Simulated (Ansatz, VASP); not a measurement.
## Two plane-wave programs on Se

Contents of INCAR:

```
  PREC = Accurate
  ENCUT = 520
  EDIFF = 1E-6
  ISMEAR = 1
  SIGMA = 0.008
  LREAL = F
  LASPH = T
  NELM = 80
  ALGO = Normal
  ISIF = 2
  LWAVE = F
  LCHARG = F
  GGA = PS
  NBANDS = 13
```

KPOINTS

```
Automatic mesh
0
Gamma
  6 6 6
```

The input POSCAR:

```
Se
1.0
    0.0000000000      3.1255665700      3.1255665700
    3.1255665700      0.0000000000      3.1255665700
    3.1255665700      3.1255665700      0.0000000000
Se
2
Direct
    0.5000000000      0.5000000000      0.5000000000
    0.7500000000      0.7500000000      0.7500000000
```

Input for Ansatz:

```yaml
crystal:
  lattice:
    - [0.0, 3.12556657, 3.12556657]
    - [3.12556657, 0.0, 3.12556657]
    - [3.12556657, 3.12556657, 0.0]
  atoms:
    - { symbol: Se, position: [0.5, 0.5, 0.5] }
    - { symbol: Se, position: [0.75, 0.75, 0.75] }
basis:
  ecutwfc: 420
  precision: f64
kpoints:
  mp_grid: { grid: [6, 6, 6] }
hamiltonian:
  xc: pbesol
scf:
  occupations: { method: methfessel_paxton, width: 0.008 }
  max_iter: 20
output:
  forces: true
  stress: true
  eigenvalues: true
```

Alike in both runs: task single point; functional PBEsol; k mesh 6 × 6 × 6; occupations methfessel-paxton of order 1, width 0.008 eV; no spin polarisation.

|  | VASP | Ansatz |
| --- | --- | --- |
| version | VASP 6.6.1 | Ansatz 0.2.0 |
| potentials or method | VASP PAW PBE potentials, release 64 (Se), cutoff 520 eV | scalar-relativistic, plane waves, PAW |
| valence electrons in the cell | 12 | 32 |

```csv
,VASP,Ansatz,Ansatz less VASP
gap on the k mesh at the Fermi level (eV),none,none,-
pressure (GPa),-0.6,-0.6,-0.06
```

VASP's potentials were made for PBE, not for PBEsol. A gap of «none» marks a metal or a gap that the smearing closes. VASP's potentials hold 12 valence electrons a cell and Ansatz's 32, so a difference there can come from the potentials and not from the codes.
